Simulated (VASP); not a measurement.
# LiV (Pm-3m) in VASP: relaxation of volume and atoms at fixed shape with PBE

Aim: the relaxation of volume and atoms at fixed shape of LiV with PBE.

Everything below comes from runs of VASP 6.6.1. Logs are shortened: lines on timing, memory, paths and dates and some standing lists are left out, and cuts for length are marked.

## Step 1: The cell of the first run

It takes space group Pm-3m (No. 221, cubic). The conventional cell has a = 3.270 Å, b = 3.270 Å, c = 3.270 Å, α = 90.00°, β = 90.00°, γ = 90.00°. Li (site symmetry m-3m) has 8 V at 2.83 Å and 6 Li at 3.27 Å within 3.7 Å. Within 3.7 Å of V (site symmetry m-3m) lie 8 Li at 2.83 Å and 6 V at 3.27 Å.

## Step 2: Relaxation of volume and atoms at fixed shape, PBE, collinear spin, ferromagnetic start

Contents of INCAR:

```
SYSTEM = LiV
ALGO = Normal
EDIFF = 1E-6
EDIFFG = -0.01
ENCUT = 600
GGA = PE
IBRION = 2
ISIF = 8
ISMEAR = -1
ISPIN = 2
LASPH = .TRUE.
LCHARG = .FALSE.
LMAXMIX = 4
LORBIT = 11
LREAL = .FALSE.
LWAVE = .FALSE.
MAGMOM = 0 1.5
NELM = 150
NSW = 80
PREC = Accurate
SIGMA = 0.1
```

Contents of KPOINTS:

```
k-points
0
G
  13 13 13
  0 0 0
```

Contents of POSCAR:

```
LiV
1.0
    3.2700000000      0.0000000000      0.0000000000
    0.0000000000      3.2700000000      0.0000000000
    0.0000000000      0.0000000000      3.2700000000
Li V
1 1
Direct
    0.0000000000      0.0000000000      0.0000000000
    0.5000000000      0.5000000000      0.5000000000
```

Potentials or basis: VASP PAW PBE potentials, release 64 (Li_sv, V_sv).

Run with:

```bash
$ cat potpaw_PBE.64/Li_sv/POTCAR potpaw_PBE.64/V_sv/POTCAR > POTCAR
$ mpirun -np 1 vasp_std > vasp.out
```

OUTCAR:

```text
SYSTEM = LiV
   EDIFF = 1E-6
   EDIFFG = -0.01
   ENCUT = 600
   GGA = PE
   IBRION = 2
   ISIF = 8
   ISMEAR = -1
   ISPIN = 2
   LASPH = .TRUE.
   LORBIT = 11
   LREAL = .FALSE.
   NELM = 150
   NSW = 80
   PREC = Accurate

 ion  position               nearest neighbor table
   1  0.000  0.000  0.000-
   2  0.500  0.500  0.500-

  LATTYP: Found a simple cubic cell.
 ALAT       =     3.2700000000

  Lattice vectors:

 A1 = (   3.2700000000,   0.0000000000,   0.0000000000)
 A2 = (   0.0000000000,   3.2700000000,   0.0000000000)
 A3 = (   0.0000000000,   0.0000000000,   3.2700000000)

Analysis of symmetry for initial positions (statically):
=====================================================================
 Subroutine PRICEL returns:
 Original cell was already a primitive cell.

 Routine SETGRP: Setting up the symmetry group for a
 simple cubic supercell.

 Subroutine GETGRP returns: Found 48 space group operations
 (whereof 48 operations were pure point group operations)
 out of a pool of 48 trial point group operations.

The static configuration has the point symmetry O_h .

Analysis of symmetry for dynamics (positions and initial velocities):
=====================================================================
 Subroutine PRICEL returns:
 Original cell was already a primitive cell.

 Routine SETGRP: Setting up the symmetry group for a
 simple cubic supercell.

 Subroutine GETGRP returns: Found 48 space group operations
 (whereof 48 operations were pure point group operations)
 out of a pool of 48 trial point group operations.

The dynamic configuration has the point symmetry O_h .

Analysis of structural, dynamic, and magnetic symmetry:
=====================================================================
 Subroutine PRICEL returns:
 Original cell was already a primitive cell.

 Routine SETGRP: Setting up the symmetry group for a
 simple cubic supercell.

 Subroutine GETGRP returns: Found 48 space group operations
 (whereof 48 operations were pure point group operations)
 out of a pool of 48 trial point group operations.

The overall configuration has the point symmetry O_h .

 Subroutine INISYM returns: Found 48 space group operations
 (whereof 48 operations are pure point group operations),
 and found     1 'primitive' translations

----------------------------------------------------------------------------------------

                                     Primitive cell

  volume of cell :      34.9658

  direct lattice vectors                    reciprocal lattice vectors
     3.270000000  0.000000000  0.000000000     0.305810398  0.000000000  0.000000000
     0.000000000  3.270000000  0.000000000     0.000000000  0.305810398  0.000000000
     0.000000000  0.000000000  3.270000000     0.000000000  0.000000000  0.305810398

  length of vectors
     3.270000000  3.270000000  3.270000000     0.305810398  0.305810398  0.305810398

  position of ions in fractional coordinates (direct lattice)
     0.000000000  0.000000000  0.000000000
     0.500000000  0.500000000  0.500000000

  ion indices of the primitive-cell ions
   primitive index   ion index
                 1           1
                 2           2

----------------------------------------------------------------------------------------

 KPOINTS: k-points

Automatic generation of k-mesh.
 Grid dimensions read from file:
 generate k-points for:   13   13   13

 Generating k-lattice:

  Cartesian coordinates                     Fractional coordinates (reciprocal lattice)
     0.023523877  0.000000000  0.000000000     0.076923077  0.000000000  0.000000000
     0.000000000  0.023523877  0.000000000     0.000000000  0.076923077  0.000000000
     0.000000000  0.000000000  0.023523877     0.000000000  0.000000000  0.076923077

  Length of vectors
     0.023523877  0.023523877  0.023523877

  Shift w.r.t. Gamma in fractional coordinates (k-lattice)
     0.000000000  0.000000000  0.000000000

 Subroutine IBZKPT returns following result:
 ===========================================

 Found     84 irreducible k-points:

 Following reciprocal coordinates:
            Coordinates               Weight
  0.000000  0.000000  0.000000      1.000000
  0.076923  0.000000  0.000000      6.000000
  0.153846  0.000000  0.000000      6.000000
  0.230769  0.000000  0.000000      6.000000
  0.307692  0.000000  0.000000      6.000000
  0.384615  0.000000  0.000000      6.000000
[... 16 lines left out ...]
  0.307692  0.307692  0.000000     12.000000
  0.384615  0.307692  0.000000     24.000000
 [... further k-points ...]
   k-points           NKPTS =     84   k-points in BZ     NKDIM =     84   number of bands    NBANDS=     13
   number of dos      NEDOS =    301   number of ions     NIONS =      2
   total plane-waves  NPLWV =  21952
   dimension x,y,z NGX =    28 NGY =   28 NGZ =   28
   dimension x,y,z NGXF=    56 NGYF=   56 NGZF=   56
   ions per type =               1   1
   NGX,Y,Z   is equivalent  to a cutoff of  14.24, 14.24, 14.24 a.u.
   NGXF,Y,Z  is equivalent  to a cutoff of  28.47, 28.47, 28.47 a.u.
 SYSTEM =  LiV
   PREC   = accura    normal or accurate (medium, high low for compatibility)
   ISTART =      0    job   : 0-new  1-cont  2-samecut
   ICHARG =      2    charge: 1-file 2-atom 10-const
   ISPIN  =      2    spin polarized calculation?
   LNONCOLLINEAR =      F non collinear calculations
   LSORBIT =      F    spin-orbit coupling
   LASPH  =      T    aspherical Exc in radial PAW
   ENCUT  =  600.0 eV  44.10 Ry    6.64 a.u.   6.53  6.53  6.53*2*pi/ulx,y,z
   NELM   =    150;   NELMIN=  2; NELMDL= -5     # of ELM steps
   EDIFF  = 0.1E-05   stopping-criterion for ELM
   LREAL  =      F    real-space projection
   EDIFFG = -.1E-01   stopping-criterion for IOM
   NSW    =     80    number of steps for IOM
   IBRION =      2    ionic relax: 0-MD 1-quasi-New 2-CG
   NFREE  =      1    steps in history (QN), initial steepest desc. (CG)
   ISIF   =      8    stress and relaxation
   ISYM   =      2    0-nonsym 1-usesym 2-fastsym
   POTIM  = 0.5000    time-step for ionic-motion
   TEBEG  =    0.0;   TEEND  =   0.0 temperature during run
   PSTRESS=    0.0 pullay stress
   NELECT =      16.0000    total number of electrons
   NUPDOWN=      -1.0000    fix difference up-down
   EMIN   =  10.00;   EMAX   =-10.00  energy-range for DOS
   EFERMI =   0.00;   METHOD = LEGACY
   ISMEAR =    -1;   SIGMA  =   0.10  broadening in eV -4-tet -1-fermi 0-gaus
   EFERMI_NEDOS =   21; number of points for ismear=-14 and -15
   IALGO  =     38    algorithm
   IMIX   =      4    mixing-type and parameters
     AMIX     =   0.40;   BMIX     =  1.00
     AMIX_MAG =   1.60;   BMIX_MAG =  1.00
  volume/ion in A,a.u.               =      17.48       117.98
  Fermi-wavevector in a.u.,A,eV,Ry     =   1.261538  2.383962 21.653381  1.591479
  Thomas-Fermi vector in A             =   2.394992
   LORBIT       =     11    0 simple, 1 ext, 2 COOP (PROOUT), +10 PAW based schemes
   GGA     = PE    functional components
   LHFCALC =     F    Hartree Fock is set to
   AEXX    =    0.0000 exact exchange contribution
   IVDW    =     0    specifies the selected vdW correction
   LEPSILON=     F    determine dielectric tensor
   LRPA    =     F    only Hartree local field effects (RPA)
 conjugate gradient relaxation of ions
 spin polarized calculation
  energy-cutoff  :      600.00
  volume of cell :       34.97
 maximum number of plane-waves:      1193
 NGX is ok and might be reduce to    28
   NGX = 13   NGY = 13   NGZ = 13

--------------------------------------- Ionic step        1  -------------------------------------------

 number of electron      16.0000014 magnetization       0.6710836

 Free energy of the ion-electron system (eV)
  ---------------------------------------------------
  ext. energy  EPLUGINS =         0.00000000
  ---------------------------------------------------
  free energy    TOTEN  =        -8.92336752 eV

  energy without entropy =       -8.81389334  energy(sigma->0) =       -8.86863043

 E-fermi :   3.7393     XC(G=0):  -9.6129

 val. band max:        3.7390809657   @ k =   0.4615   0.3846   0.0769
 cond. band min:       3.7422219487   @ k =   0.4615   0.4615   0.0769
 fundamental gap:      0.0031409830
 Fermi energy:         3.7392881906

 spin component 1

 k-point     1 :       0.0000    0.0000    0.0000
  band No.  band energies     occupation
      1     -60.9333      1.00000
      2     -41.0422      1.00000
      3     -34.7210      1.00000
      4     -34.7210      1.00000
      5     -34.7210      1.00000
      6      -1.1166      1.00000
      7       2.6630      0.99998
      8       2.6630      0.99998
      9       4.6336      0.00013
     10       4.6336      0.00013
     11       4.6336      0.00013
     12      10.7420      0.00000
     13      10.7420      0.00000

 k-point     2 :       0.0769    0.0000    0.0000
  band No.  band energies     occupation
      1     -60.9330      1.00000
      2     -41.0420      1.00000
      3     -34.7244      1.00000
      4     -34.7207      1.00000
      5     -34.7207      1.00000
      6      -1.0401      1.00000
      7       2.6793      0.99998
      8       2.6827      0.99997
      9       4.5839      0.00021
     10       4.5839      0.00021
     11       4.6372      0.00013
     12      10.2099      0.00000
     13      10.8765      0.00000
[... 905 lines left out ...]
 VOLUME and BASIS-vectors are now :
 -----------------------------------------------------------------------------
  energy-cutoff  :      600.00
  volume of cell :       26.35
      direct lattice vectors                 reciprocal lattice vectors
     2.975781902  0.000000000  0.000000000     0.336046133  0.000000000  0.000000000
     0.000000000  2.975781902  0.000000000     0.000000000  0.336046133  0.000000000
     0.000000000  0.000000000  2.975781902     0.000000000  0.000000000  0.336046133

 POSITION                                       TOTAL-FORCE (eV/Angst)
 -----------------------------------------------------------------------------------
      0.00000      0.00000      0.00000         0.000000      0.000000      0.000000
      1.48789      1.48789      1.48789         0.000000      0.000000      0.000000
 -----------------------------------------------------------------------------------
    total drift:                                0.000000      0.000000      0.000000

  FREE ENERGIE OF THE ION-ELECTRON SYSTEM (eV)
  ---------------------------------------------------
  free  energy   TOTEN  =        -9.3522586912 eV

  energy  without entropy=       -9.2940959284  energy(sigma->0) =       -9.32317731

--------------------------------------- Ionic step        6  -------------------------------------------

 number of electron      15.9999997 magnetization       0.0000000

 Free energy of the ion-electron system (eV)
  ---------------------------------------------------
  ext. energy  EPLUGINS =         0.00000000
  ---------------------------------------------------
  free energy    TOTEN  =        -9.35226121 eV

  energy without entropy =       -9.29409459  energy(sigma->0) =       -9.32317790

 E-fermi :   5.8407     XC(G=0): -10.8038

 val. band max:        5.8247988030   @ k =   0.4615   0.3077   0.0000
 cond. band min:       5.8516656175   @ k =   0.3846   0.3846   0.0769
 fundamental gap:      0.0268668145
 Fermi energy:         5.8407042489

 spin component 1

 k-point     1 :       0.0000    0.0000    0.0000
  band No.  band energies     occupation
      1     -58.3240      1.00000
      2     -38.5556      1.00000
      3     -32.0694      1.00000
      4     -32.0694      1.00000
      5     -32.0694      1.00000
      6       0.5068      1.00000
      7       4.6502      0.99999
      8       4.6502      0.99999
      9       7.4655      0.00000
     10       7.4655      0.00000
     11       7.4655      0.00000
     12      14.3012      0.00000
     13      14.3012      0.00000

 k-point     2 :       0.0769    0.0000    0.0000
  band No.  band energies     occupation
      1     -58.3231      1.00000
      2     -38.5552      1.00000
      3     -32.0788      1.00000
      4     -32.0685      1.00000
      5     -32.0685      1.00000
      6       0.5958      1.00000
      7       4.6756      0.99999
      8       4.6792      0.99999
      9       7.3840      0.00000
     10       7.3840      0.00000
     11       7.4711      0.00000
     12      13.7660      0.00000
     13      14.4803      0.00000
[... 753 lines left out ...]
 VOLUME and BASIS-vectors are now :
 -----------------------------------------------------------------------------
  energy-cutoff  :      600.00
  volume of cell :       26.35
      direct lattice vectors                 reciprocal lattice vectors
     2.975760484  0.000000000  0.000000000     0.336048551  0.000000000  0.000000000
     0.000000000  2.975760484  0.000000000     0.000000000  0.336048551  0.000000000
     0.000000000  0.000000000  2.975760484     0.000000000  0.000000000  0.336048551

 POSITION                                       TOTAL-FORCE (eV/Angst)
 -----------------------------------------------------------------------------------
      0.00000      0.00000      0.00000         0.000000      0.000000      0.000000
      1.48788      1.48788      1.48788         0.000000      0.000000      0.000000
 -----------------------------------------------------------------------------------
    total drift:                                0.000000      0.000000      0.000000

  FREE ENERGIE OF THE ION-ELECTRON SYSTEM (eV)
  ---------------------------------------------------
  free  energy   TOTEN  =        -9.3522612143 eV

  energy  without entropy=       -9.2940945864  energy(sigma->0) =       -9.32317790

 reached required accuracy - stopping structural energy minimisation

 total charge

# of ion       s       p       d       tot
------------------------------------------
    1        2.073   0.117   0.000   2.190
    2        2.299   6.126   2.945  11.370
--------------------------------------------------
tot          4.372   6.244   2.945  13.560

 magnetization (x)

# of ion       s       p       d       tot
------------------------------------------
    1       -0.000   0.000   0.000   0.000
    2        0.000  -0.000  -0.000  -0.000
--------------------------------------------------
tot         -0.000   0.000  -0.000  -0.000
```

Run time: 7.1 min. Hardware: 1 thread of Intel Xeon 8259CL, shared host; peak memory 0.24 GiB.

What came out:

```
Free energy                                           : -9.3523 eV
Relaxed volume                                        : 13.18 Å³/atom
Relaxed cell                                          : a = 2.976 Å, b = 2.976 Å, c = 2.976 Å, α = 90.00°, β = 90.00°, γ = 90.00°
Space group after relaxing (to 0.1 Å)                 : Pm-3m (No. 221)
Energy gained by relaxing                             : 214.4 meV/atom
Ionic steps                                           : 6
Pressure after relaxing                               : -0.1 GPa
Band gap on the k mesh                                : zero (filled and empty bands overlap)
Net moment                                            : 0.00 μB per cell
Valence electrons inside the program's atomic spheres : Li 2.19; V 11.37
```

Step by step:
```tsv
step	energy change (eV)	largest force (eV/Å)	pressure (GPa)	volume (Å³)
1	0.0000	0.0000	-11.56	34.97
2	-0.3728	0.0000	-6.19	28.96
3	-0.4241	0.0000	-2.06	27.03
4	-0.4288	0.0000	0.32	26.19
5	-0.4289	0.0000	-0.16	26.35
6	-0.4289	0.0000	-0.05	26.35
```

Final structure:
```yaml
crystal:
  lattice:
    - [2.97576, 0.00000, 0.00000]
    - [0.00000, 2.97576, 0.00000]
    - [0.00000, 0.00000, 2.97576]
  atoms:
    - { symbol: Li, position: [0.00000, 0.00000, 0.00000] }
    - { symbol: V, position: [0.50000, 0.50000, 0.50000] }
```

Caveat: the cutoff is under 1.25 times the usual one of these potentials, so pressure, stress and relaxed cells hold a basis-set (Pulay) error; the volume moved by over 15 % at a fixed basis, so the end points are rough.
